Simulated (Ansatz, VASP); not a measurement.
**PtS2: VASP beside Ansatz**

```
Pt S
1.0
     3.59124    0.00000    0.00000
    -1.79562    3.11011    0.00000
     0.00000    0.00000    4.76079
Pt S
1 2
Direct
  0.00000 0.00000 0.00000
  0.33333 0.66667 0.25246
  0.66667 0.33333 0.74754
```

Alike in both runs: task relaxation of the atoms; functional PBEsol; k mesh 10 × 10 × 6; no spin polarisation.

|  | VASP | Ansatz |
| --- | --- | --- |
| version | VASP 6.6.1 | Ansatz 0.2.0 |
| potentials or method | VASP PAW PBE potentials, release 64 (Pt, S), cutoff 520 eV | all-electron LAPW, scalar-relativistic |
| occupations | gaussian, width 0.01 eV | fixed |

VASP gave:

| Quantity | Value |
| --- | --- |
| gap on the k mesh at the Fermi level, each at its own relaxed structure (eV) | 0.22 |

**Question.** What did Ansatz give for the same quantities?

**Answer.** gap on the k mesh at the Fermi level, each at its own relaxed structure (eV): 0.21.

VASP's potentials were made for PBE, not for PBEsol. Ansatz ran all-electron here, and VASP with PAW potentials. Ansatz's warnings: metallic iterate.

Neither program's run includes spin-orbit coupling.
